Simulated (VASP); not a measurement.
## Cu: single point with PBEsol

The system is Cu.

```
CELL_PARAMETERS angstrom
0.00000 1.68947 1.68947
1.68947 0.00000 1.68947
1.68947 1.68947 0.00000
ATOMIC_POSITIONS crystal
Cu 0.00000 0.00000 0.00000
```

- Program: VASP 6.6.1
- Task: single point
- Functional: PBEsol
- Potentials or basis: VASP PAW PBE potentials, release 64 (Cu)
- Cutoff: 520 eV
- k mesh: 22 × 22 × 22
- Occupations: gaussian, width 0.1 eV
- Spin: no spin polarisation
- Dipole correction: no
- Further INCAR settings: ALGO = Normal; EDIFF = 1e-06; NBANDS = 12

```yaml
Pressure: 40.8 GPa
```

Levels at points of the mesh, in eV from the Fermi level:
```csv
k point,band 2,band 3,band 4,band 5,band 6,band 7,band 8,band 9,band 10,band 11
"(0.00, 0.00, 0.00)",-3.79,-3.79,-3.79,-2.65,-2.65,24.10,28.36,28.36,28.36,31.21
"(0.50, 0.00, 0.00)",-3.84,-3.84,-1.88,-1.88,-1.73,4.83,22.51,25.28,25.28,28.07
"(0.50, 0.50, 0.00)",-5.71,-1.90,-1.69,-1.69,1.25,8.57,14.63,14.63,19.73,23.85
```

Run time: 30 s on 1 thread of Intel(R) Xeon(R) Platinum 8488C (Sapphire Rapids) (shared host), peak memory 0.14 GiB.

Caveat: the PAW data sets were made with another functional, which shifts forces and pressure a little.
